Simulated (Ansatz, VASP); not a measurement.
**Si: VASP beside Ansatz**

```
CELL_PARAMETERS angstrom
0.00000 1.93863 1.93863
1.93863 0.00000 1.93863
1.93863 1.93863 0.00000
ATOMIC_POSITIONS crystal
Si 0.00000 0.00000 0.00000
```

Alike in both runs: task single point; functional revPBE; k mesh 16 × 16 × 16; occupations fermi-dirac, width 0.1 eV; no spin polarisation.

|  | VASP | Ansatz |
| --- | --- | --- |
| version | VASP 6.6.1 | Ansatz 0.2.0 |
| potentials or method | VASP PAW PBE potentials, release 64 (Si), cutoff 500 eV | plane waves (420 eV) with PAW, scalar-relativistic |
| valence electrons in the cell | 4 | 4 |

Ansatz gave:

| Quantity | Value |
| --- | --- |
| pressure (GPa) | 0.2 |

**Question.** What did VASP give for the same quantities?

**Answer.** Pressure (GPa): -0.1.

VASP's potentials were made for PBE, not for revPBE.
